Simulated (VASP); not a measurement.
A run of VASP 6.6.1:

The input INCAR:

```
PREC = Accurate
ENCUT = 520
EDIFF = 1E-8
ISMEAR = -1
SIGMA = 0.02
LREAL = F
LASPH = T
NELM = 60
ALGO = Normal
ISIF = 2
LWAVE = F
LCHARG = F
GGA = PS
LEFG = T
NBANDS = 13
```

File KPOINTS:

```
Automatic mesh
0
Gamma
  10 10 10
```

Contents of POSCAR:

```
O
1.0
    1.4280777911      0.8245010971      3.4196233390
   -1.4280777911      0.8245010971      3.4196233390
    0.0000000000     -1.6490021942      3.4196233390
O
2
Direct
    0.0577000000      0.0577000000      0.0577000000
    0.9423000000      0.9423000000      0.9423000000
```

Potentials or basis: VASP PAW PBE potentials, release 64 (O).

Command:

```bash
$ cat potpaw_PBE.64/O/POTCAR > POTCAR
$ mpirun -np 1 vasp_std > vasp.out
```

Hardware: 1 thread of AMD EPYC 9R14 (Zen 4), on a shared host.

Problem. How long does it take, and how much memory?

Solution. Wall time 29 s on 1 thread of AMD EPYC 9R14 (Zen 4) (shared host), peak memory 0.13 GiB. Counts: scf iterations 14, k points 116.
